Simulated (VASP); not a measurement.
NiO: single point with revPBE

**What was measured.**

From “Local correlations, non-local screening, multiplets, and band formation in NiO”, 2012, arxiv:1210.6675, for a bulk crystal of NiO: band gap 4.3 eV.

The system is NiO.

```
CELL_PARAMETERS angstrom
0.00000 2.12937 2.12937
2.12937 0.00000 2.12937
2.12937 2.12937 0.00000
ATOMIC_POSITIONS crystal
Ni 0.00000 0.00000 0.00000
O 0.50000 0.50000 0.50000
```

```yaml
Program: VASP 6.6.1
Task: single point
Functional: revPBE
Potentials_or_basis: VASP PAW PBE potentials, release 64 (Ni, O)
Cutoff: 520 eV
k_mesh: 11 × 11 × 11
Occupations: fermi-dirac, width 0.05 eV
Spin: collinear spin, ferromagnetic start
Starting_moments: "[1.0, 0.0] μB"
Dipole_correction: no
Further_INCAR_settings: ALGO = Normal; EDIFF = 1e-07; NBANDS = 19
```

```yaml
Pressure: -0.2 GPa
Net_moment: 1.89 μB per cell
Site_moments: Ni +1.54; O +0.30 μB
Valence_electrons_inside_the_program's_atomic_spheres: Ni 8.87; O 4.97
```

Levels at points of the mesh, in eV from the Fermi level:
Spin up:
```csv
k point,band 5,band 6,band 7,band 8,band 9,band 10,band 11,band 12,band 13,band 14
"(0.00, 0.00, 0.00)",-2.69,-2.69,-2.59,-2.59,-2.59,1.30,17.76,18.55,18.55,18.55
```
Spin down:
| k point | band 3 | band 4 | band 5 | band 6 | band 7 | band 8 | band 9 | band 10 | band 11 | band 12 |
| --- | --- | --- | --- | --- | --- | --- | --- | --- | --- | --- |
| (0.00, 0.00, 0.00) | -2.13 | -2.13 | -1.72 | -1.72 | -1.72 | -0.37 | -0.37 | 1.66 | 17.65 | 18.74 |

Wall time 2.3 min on 1 thread of AMD EPYC 7R13 (shared host), peak memory 0.14 GiB.

Measured gap of NiO: 4.3 eV (quoted in “Local correlations, non-local screening, multiplets, and band formation in NiO”, 2012, arxiv:1210.6675). This calculation gives 0.00 eV (-4.30 eV). So large a miss can be the level of theory's own, or it may mean another phase, state or a wrong row. The value is that of revPBE on a finite k mesh, which can miss the band edges, without temperature or zero-point motion. Semilocal functionals fall short of measured gaps as a rule. The run's magnetic order (collinear spin, ferromagnetic start) needn't be the measured crystal's.

Caveat: the PAW data sets were made with another functional, which shifts forces and pressure a little; a cell with one magnetic atom can't hold antiferromagnetic order, which such compounds often take; semilocal functionals often make such compounds metallic where correlation or magnetic order opens a gap, which also shifts bond lengths.
